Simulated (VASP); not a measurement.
The system is ZrSi4Pd.

```
Zr Si Pd
1.0
     0.00000    3.55859    3.55859
     3.55859    0.00000    3.55859
     3.55859    3.55859    0.00000
Zr Si Pd
1 4 1
Direct
  0.75000 0.75000 0.75000
  0.37674 0.37674 0.37674
  0.37674 0.37674 0.86979
  0.37674 0.86979 0.37674
  0.86979 0.37674 0.37674
  0.00000 0.00000 0.00000
```

- Program: VASP 6.6.1
- Task: relaxation of cell and atoms
- Functional: PBE
- Potentials or basis: VASP PAW PBE potentials, release 64 (Zr_sv, Si, Pd)
- Cutoff: 600 eV
- k mesh: 4 × 4 × 4
- Occupations: gaussian, width 0.1 eV
- Spin: no spin polarisation

At the start: pressure -0.1 GPa; volume 15.02 Å³/atom.

Q: Where does the relaxation end?

A: Over 3 steps the energy falls by 12.2 meV/atom and the volume is 15.01 Å³/atom (-0.1 %); space group F-43m (No. 216, to 0.05 Å).

The path:
```csv
step,energy change (eV),largest force (eV/Å),pressure (GPa),volume (Å³)
1,0.0000,0.9280,-0.09,90.13
2,-0.0715,0.1445,-0.05,90.02
3,-0.0732,0.0007,-0.12,90.04
```

Final structure:
```xyz
6
Lattice="0.0000 3.5574 3.5574 3.5574 0.0000 3.5574 3.5574 3.5574 0.0000" Properties=species:S:1:pos:R:3 pbc="T T T"
Zr    5.3360    5.3360    5.3360
Si    2.6579    2.6579    2.6579
Si    4.4568    4.4568    2.6579
Si    4.4568    2.6579    4.4568
Si    2.6579    4.4568    4.4568
Pd    0.0000    0.0000    0.0000
```

Caveat: the k points lie up to 0.38 Å⁻¹ apart in the final cell.
